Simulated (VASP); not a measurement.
Set up this calculation in VASP 6.6.1, as the native input.

| Quantity | Value |
| --- | --- |
| Task | single point |
| Functional | PBEsol |
| Potentials or basis | VASP PAW PBE potentials, release 64 (Ti_sv, Si) |
| Cutoff | 500 eV |
| k mesh | 6 × 6 × 8 |
| Occupations | gaussian, width 0.1 eV |
| Spin | no spin polarisation |
| Dipole correction | no |
| Further INCAR settings | ALGO = Normal; EDIFF = 1e-06; NBANDS = 86 |

The structure of Ti5Si3 lies in POSCAR:

```
Ti5Si3
1.0
    7.4036228771      0.0000000000      0.0000000000
   -3.7018114386      6.4117254916      0.0000000000
    0.0000000000      0.0000000000      5.0683592004
Ti Si
10 6
Direct
    0.3333333333      0.6666666667      0.0000000000
    0.6666666667      0.3333333333      0.5000000000
    0.6666666667      0.3333333333      0.0000000000
    0.3333333333      0.6666666667      0.5000000000
    0.2496364671      0.0000000000      0.2500000000
    0.2496364671      0.2496364671      0.7500000000
    0.0000000000      0.2496364671      0.2500000000
    0.7503635329      0.0000000000      0.7500000000
    0.7503635329      0.7503635329      0.2500000000
    0.0000000000      0.7503635329      0.7500000000
    0.6076022521      0.0000000000      0.2500000000
    0.6076022521      0.6076022521      0.7500000000
    0.0000000000      0.6076022521      0.2500000000
    0.3923977479      0.0000000000      0.7500000000
    0.3923977479      0.3923977479      0.2500000000
    0.0000000000      0.3923977479      0.7500000000
```

These files were run (other wordings do the same):

INCAR

```
SYSTEM = Ti5Si3
PREC = Accurate
ENCUT = 500
EDIFF = 1E-6
ISMEAR = 0
SIGMA = 0.1
LREAL = .FALSE.
LASPH = .TRUE.
NELM = 120
ALGO = Normal
ISIF = 2
LWAVE = .FALSE.
LCHARG = .FALSE.
GGA = PS
NBANDS = 86
GGA_COMPAT = .FALSE.
```

KPOINTS

```
regular mesh
0
G
  6 6 8
  0 0 0
```

Potentials or basis: VASP PAW PBE potentials, release 64 (Ti_sv, Si).

The run is started by

```sh
$ cat potpaw_PBE.64/Ti_sv/POTCAR potpaw_PBE.64/Si/POTCAR > POTCAR
$ mpirun -np 1 vasp_std > vasp.out
```

It gave:

```
Pressure               : 0.1 GPa
Largest force          : 0.005 eV/Å
Band gap on the k mesh : zero (bands 72 and 73 overlap by 0.65 eV)
```

Caveat: the PAW data sets were made with another functional, which shifts forces and pressure a little.

It took 19 min on 1 thread of Intel(R) Xeon(R) Platinum 8488C (Sapphire Rapids), on a shared host, peak memory 0.61 GiB.
